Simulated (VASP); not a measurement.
A run of VASP 6.6.1:

File INCAR:

```
ALGO = Normal
EDIFF = 1E-8
ENCUT = 520
ISIF = 2
ISMEAR = -1
LASPH = T
LCHARG = F
LEFG = T
LREAL = F
LWAVE = F
NBANDS = 28
NELM = 60
PREC = Accurate
SIGMA = 0.08
```

Contents of KPOINTS:

```
k-points
0
Gamma
  9 9 9
```

POSCAR

```
AgPt3
1.0
    3.8203858240      0.0000000000      0.0000000000
    0.0000000000      3.8203858240      0.0000000000
    0.0000000000      0.0000000000      3.8203858240
Ag Pt
1 3
Direct
    0.0000000000      0.0000000000      0.0000000000
    0.0000000000      0.5000000000      0.5000000000
    0.5000000000      0.0000000000      0.5000000000
    0.5000000000      0.5000000000      0.0000000000
```

Potentials or basis: VASP PAW LDA potentials, release 64 (Ag, Pt).

Run with:

```sh
$ cat potpaw_LDA.64/Ag/POTCAR potpaw_LDA.64/Pt/POTCAR > POTCAR
$ mpirun -np 1 vasp_std > vasp.out
```

Hardware: 1 thread of Intel(R) Xeon(R) 6975P-C (Granite Rapids), on a shared host.

How long does it take, and how much memory?

Wall time 19 s on 1 thread of Intel(R) Xeon(R) 6975P-C (Granite Rapids), on a shared host, peak memory 0.17 GiB. Counts: scf iterations 15, k points 35.
